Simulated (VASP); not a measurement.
# NdHf (Fd-3m) in VASP: relaxation of cell and atoms with PBE

Aim: the relaxation of cell and atoms of NdHf with PBE.

Everything below comes from runs of VASP 6.6.1. Logs are shortened: lines on timing, memory, paths and dates and some standing lists are left out, and cuts for length are marked.

### 1 The cell of the first run

Symmetry: Fd-3m, No. 227, cubic system. Conventional cell: a = 7.686 Å, b = 7.686 Å, c = 7.686 Å, α = 90.00°, β = 90.00°, γ = 90.00°. Nd (site symmetry -43m) has 4 Nd at 3.33 Å and 10 Hf at 3.33 to 3.84 Å within 4.4 Å. Hf (site symmetry -43m) has 10 Nd at 3.33 to 3.84 Å and 4 Hf at 3.33 Å within 4.4 Å.

The cell was generated, and may not be a known phase.

### 2 Relaxation of cell and atoms, PBE

File INCAR:

```
SYSTEM = NdHf
ALGO     = Normal         ! electronic algorithm
EDIFF    = 1E-7           ! SCF threshold, eV
EDIFFG   = -0.08          ! ionic threshold
ENCUT    = 500            ! plane-wave cutoff, eV
GGA      = PE             ! functional
GGA_COMPAT= .FALSE.      
IBRION   = 2              ! ionic algorithm
ISIF     = 3              ! what is computed and relaxed
ISMEAR   = 0              ! smearing method
LASPH    = .TRUE.         ! aspherical terms in the spheres
LCHARG   = .FALSE.        ! write CHGCAR
LMAXMIX  = 6              ! l up to which the mixer works
LREAL    = .FALSE.        ! projectors in reciprocal space
LWAVE    = .FALSE.        ! write WAVECAR
NELM     = 200            ! most SCF steps
NELMIN   = 4            
NSW      = 36             ! ionic steps
PREC     = Accurate       ! precision mode
SIGMA    = 0.2            ! smearing width, eV
```

File KPOINTS:

```
k-points
0
G
  5 5 5
  0 0 0
```

File POSCAR:

```
NdHf
1.0
    0.0000000000      3.8427709100      3.8427709100
    3.8427709100      0.0000000000      3.8427709100
    3.8427709100      3.8427709100      0.0000000000
Nd Hf
2 2
Direct
    0.0000000000      0.0000000000      0.0000000000
    0.2500000000      0.2500000000      0.2500000000
    0.5000000000      0.5000000000      0.5000000000
    0.7500000000      0.7500000000      0.7500000000
```

Potentials or basis: VASP PAW PBE potentials, release 64 (Nd_3, Hf_pv), 4f in core.

The run is started by

```console
$ cat potpaw_PBE.64/Nd_3/POTCAR potpaw_PBE.64/Hf_pv/POTCAR > POTCAR
$ mpirun -np 1 vasp_std > vasp.out
```

OUTCAR:

```text
SYSTEM = NdHf
   EDIFF = 1E-7
   EDIFFG = -0.08
   ENCUT = 500
   GGA = PE
   IBRION = 2
   ISIF = 3
   ISMEAR = 0
   LASPH = .TRUE.
   LREAL = .FALSE.
   NELM = 200
   NELMIN = 4
   NSW = 36
   PREC = Accurate

 ion  position               nearest neighbor table
   1  0.000  0.000  0.000-   4 3.33   4 3.33   4 3.33   2 3.33   2 3.33   2 3.33   4 3.33   2 3.33

   2  0.250  0.250  0.250-   1 3.33   1 3.33   1 3.33   3 3.33   3 3.33   3 3.33   3 3.33   1 3.33

   3  0.500  0.500  0.500-   2 3.33   2 3.33   2 3.33   4 3.33   4 3.33   4 3.33   4 3.33   2 3.33

   4  0.750  0.750  0.750-   3 3.33   3 3.33   3 3.33   1 3.33   1 3.33   1 3.33   3 3.33   1 3.33

  LATTYP: Found a face centered cubic cell.
 ALAT       =     7.6855418200

  Lattice vectors:

 A1 = (   0.0000000000,   3.8427709100,   3.8427709100)
 A2 = (   3.8427709100,   0.0000000000,   3.8427709100)
 A3 = (   3.8427709100,   3.8427709100,   0.0000000000)

Analysis of symmetry for initial positions (statically):
=====================================================================
 Subroutine PRICEL returns:
 Original cell was already a primitive cell.

 Routine SETGRP: Setting up the symmetry group for a
 face centered cubic supercell.

 Subroutine GETGRP returns: Found 48 space group operations
 (whereof 24 operations were pure point group operations)
 out of a pool of 48 trial point group operations.

The static configuration has the point symmetry T_d .
 The point group associated with its full space group is O_h .

Analysis of symmetry for dynamics (positions and initial velocities):
=====================================================================
 Subroutine PRICEL returns:
 Original cell was already a primitive cell.

 Routine SETGRP: Setting up the symmetry group for a
 face centered cubic supercell.

 Subroutine GETGRP returns: Found 48 space group operations
 (whereof 24 operations were pure point group operations)
 out of a pool of 48 trial point group operations.

The dynamic configuration has the point symmetry T_d .
 The point group associated with its full space group is O_h .

 Subroutine INISYM returns: Found 48 space group operations
 (whereof 24 operations are pure point group operations),
 and found     1 'primitive' translations

----------------------------------------------------------------------------------------

                                     Primitive cell

  volume of cell :     113.4915

[... 65 lines left out ...]
   NGX,Y,Z   is equivalent  to a cutoff of  12.24, 12.24, 12.24 a.u.
   NGXF,Y,Z  is equivalent  to a cutoff of  24.47, 24.47, 24.47 a.u.
 SYSTEM =  NdHf
   PREC   = accura    normal or accurate (medium, high low for compatibility)
   ISTART =      0    job   : 0-new  1-cont  2-samecut
   ICHARG =      2    charge: 1-file 2-atom 10-const
   ISPIN  =      1    spin polarized calculation?
   LNONCOLLINEAR =      F non collinear calculations
   LSORBIT =      F    spin-orbit coupling
   LASPH  =      T    aspherical Exc in radial PAW
   ENCUT  =  500.0 eV  36.75 Ry    6.06 a.u.   9.91  9.91  9.91*2*pi/ulx,y,z
   NELM   =    200;   NELMIN=  4; NELMDL= -5     # of ELM steps
   EDIFF  = 0.1E-06   stopping-criterion for ELM
   LREAL  =      F    real-space projection
   EDIFFG = -.8E-01   stopping-criterion for IOM
   NSW    =     36    number of steps for IOM
   IBRION =      2    ionic relax: 0-MD 1-quasi-New 2-CG
   NFREE  =      1    steps in history (QN), initial steepest desc. (CG)
   ISIF   =      3    stress and relaxation
   ISYM   =      2    0-nonsym 1-usesym 2-fastsym
   POTIM  = 0.5000    time-step for ionic-motion
   TEBEG  =    0.0;   TEEND  =   0.0 temperature during run
   PSTRESS=    0.0 pullay stress
   NELECT =      42.0000    total number of electrons
   NUPDOWN=      -1.0000    fix difference up-down
   EMIN   =  10.00;   EMAX   =-10.00  energy-range for DOS
   EFERMI =   0.00;   METHOD = LEGACY
   ISMEAR =     0;   SIGMA  =   0.20  broadening in eV -4-tet -1-fermi 0-gaus
   EFERMI_NEDOS =   21; number of points for ismear=-14 and -15
   IALGO  =     38    algorithm
   IMIX   =      4    mixing-type and parameters
     AMIX     =   0.40;   BMIX     =  1.00
     AMIX_MAG =   1.60;   BMIX_MAG =  1.00
  volume/ion in A,a.u.               =      28.37       191.47
  Fermi-wavevector in a.u.,A,eV,Ry     =   1.175358  2.221104 18.795986  1.381466
  Thomas-Fermi vector in A             =   2.311740
   LORBIT       =      0    0 simple, 1 ext, 2 COOP (PROOUT), +10 PAW based schemes
   GGA     = PE    functional components
   LHFCALC =     F    Hartree Fock is set to
   AEXX    =    0.0000 exact exchange contribution
   IVDW    =     0    specifies the selected vdW correction
   LEPSILON=     F    determine dielectric tensor
   LRPA    =     F    only Hartree local field effects (RPA)
 conjugate gradient relaxation of ions
 non-spin polarized calculation
 Gauss-broadening in eV      SIGMA  =   0.20
  energy-cutoff  :      500.00
  volume of cell :      113.49
 maximum number of plane-waves:      2900
   NGX = 19   NGY = 19   NGZ = 19

--------------------------------------- Ionic step        1  -------------------------------------------

 number of electron      42.0000004 magnetization

 Free energy of the ion-electron system (eV)
  ---------------------------------------------------
  ext. energy  EPLUGINS =         0.00000000
  ---------------------------------------------------
  free energy    TOTEN  =       -27.74084883 eV

  energy without entropy =      -27.55783313  energy(sigma->0) =      -27.64934098

------------------------ aborting loop because EDIFF is reached ----------------------------------------

  FORCE on cell =-STRESS in cart. coord.  units (eV):
  Direction    XX          YY          ZZ          XY          YZ          ZX
  --------------------------------------------------------------------------------------
  -------------------------------------------------------------------------------------
  Total       -1.3029292     -1.3029292     -1.3029292      0.0000000      0.0000000      0.0000000
  in kB      -18.3936503    -18.3936503    -18.3936503      0.0000000      0.0000000      0.0000000
  external PRESSURE =     -18.3936503 kB  Pullay stress =       0.0000000 kB
[... 63 lines left out ...]
--------------------------------------- Ionic step        3  -------------------------------------------

 number of electron      42.0000002 magnetization

 Free energy of the ion-electron system (eV)
  ---------------------------------------------------
  ext. energy  EPLUGINS =         0.00000000
  ---------------------------------------------------
  free energy    TOTEN  =       -27.76318345 eV

  energy without entropy =      -27.59319699  energy(sigma->0) =      -27.67819022

 E-fermi :   4.1057     XC(G=0): -10.5581

 val. band max:        4.0636216214   @ k =  -0.4000   0.4000   0.2000
 cond. band min:       4.1315599926   @ k =  -0.4000   0.2000   0.0000
 fundamental gap:      0.0679383711
 Fermi energy:         4.1057068781

 k-point     1 :       0.0000    0.0000    0.0000
  band No.  band energies     occupation
      1     -33.3550      2.00000
      2     -33.0683      2.00000
      3     -26.6569      2.00000
      4     -26.6569      2.00000
      5     -26.6569      2.00000
      6     -26.5101      2.00000
[... 300 lines left out ...]
  FREE ENERGIE OF THE ION-ELECTRON SYSTEM (eV)
  ---------------------------------------------------
  free  energy   TOTEN  =       -27.7631834499 eV

  energy  without entropy=      -27.5931969942  energy(sigma->0) =      -27.67819022

 reached required accuracy - stopping structural energy minimisation
```

OSZICAR:

```text
N       E                     dE             d eps       ncg     rms          rms(c)
DAV:   1     0.263657619584E+03    0.26366E+03   -0.21900E+04   500   0.155E+03
DAV:   2    -0.140628797493E+02   -0.27772E+03   -0.27534E+03   582   0.370E+02
DAV:   3    -0.298284460629E+02   -0.15766E+02   -0.15463E+02   880   0.604E+01
[... 33 lines left out ...]
DAV:   5    -0.277628271948E+02   -0.38384E-03   -0.48481E-04   664   0.914E-02    0.100E-01
DAV:   6    -0.277631894809E+02   -0.36229E-03   -0.11238E-03   773   0.137E-01    0.291E-02
DAV:   7    -0.277631850924E+02    0.43885E-05   -0.15875E-04   703   0.362E-02    0.950E-03
DAV:   8    -0.277631835344E+02    0.15580E-05   -0.88132E-06   648   0.161E-02    0.410E-03
DAV:   9    -0.277631834499E+02    0.84495E-07   -0.51453E-07   557   0.395E-03
   3 F= -.27763183E+02 E0= -.27678190E+02  d E =-.223346E-01
```

Wall time 77 s (1 thread of AMD EPYC 7R13 (Zen 3), shared host); peak memory 0.22 GiB.

Results:

- Free energy: -27.7632 eV
- Relaxed volume: 27.42 Å³/atom
- Relaxed cell: a = 5.373 Å, b = 5.373 Å, c = 5.373 Å, α = 60.00°, β = 60.00°, γ = 60.00°
- Space group after relaxing (to 0.1 Å): Fd-3m (No. 227)
- Energy gained by relaxing: 5.6 meV/atom
- Ionic steps: 3
- Pressure after relaxing: 0.0 GPa
- Band gap on the k mesh: zero (bands 21 and 22 overlap by 0.20 eV)

Step by step:
```csv
step,energy change (eV),largest force (eV/Å),pressure (GPa),volume (Å³)
1,0.0000,0.0000,-1.84,113.49
2,-0.0188,0.0000,0.79,108.22
3,-0.0223,0.0000,0.01,109.69
```

Final structure:
```xyz
4
Lattice="0.0000 3.7994 3.7994 3.7994 0.0000 3.7994 3.7994 3.7994 0.0000" Properties=species:S:1:pos:R:3 pbc="T T T"
Nd    0.0000    0.0000    0.0000
Nd    1.8997    1.8997    1.8997
Hf    3.7994    3.7994    3.7994
Hf    5.6991    5.6991    5.6991
```

Caveat: spin-orbit coupling is left out, which moves the levels of the heavy elements; the 4f electrons are frozen in the core, so they carry no moment and show no levels.

The gap in the log of VASP goes by the Fermi energy; the results here count the filled bands.